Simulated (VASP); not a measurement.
A run of VASP 6.6.1 is set up as follows.

The input INCAR:

```
  PREC = Accurate
  ENCUT = 500
  EDIFF = 1E-6
  ISMEAR = -1
  SIGMA = 0.1
  LREAL = F
  LASPH = T
  NELM = 120
  ALGO = Normal
  ISIF = 2
  LWAVE = F
  LCHARG = F
  GGA = CA
  NBANDS = 16
  GGA_COMPAT = F
```

KPOINTS

```
regular mesh
0
Gamma
  11 11 11
```

Contents of POSCAR:

```
Hg
1.0
    1.7463233735      1.0082402698      2.1478810803
   -1.7463233735      1.0082402698      2.1478810803
    0.0000000000     -2.0164805396      2.1478810803
Hg
1
Direct
    0.0000000000      1.0000000000      0.0000000000
```

Potentials or basis: VASP PAW LDA potentials, release 64 (Hg_sv_GW).

Launch:

```sh
$ cat potpaw_LDA.64/Hg_sv_GW/POTCAR > POTCAR
$ mpirun -np 1 vasp_std > vasp.out
```

What does it give for the band gap on the k mesh?

Zero (band 10 reaches 7.34 eV, above the bottom of band 11 at 4.59 eV).

Estimate the pressure.

-1.1 GPa.

Stress tensor (GPa, compression positive):
```
-1.19  0.00  0.00
 0.00 -1.19  0.00
 0.00  0.00 -1.03
```

Caveat: spin-orbit coupling is left out, which moves the levels of the heavy elements.
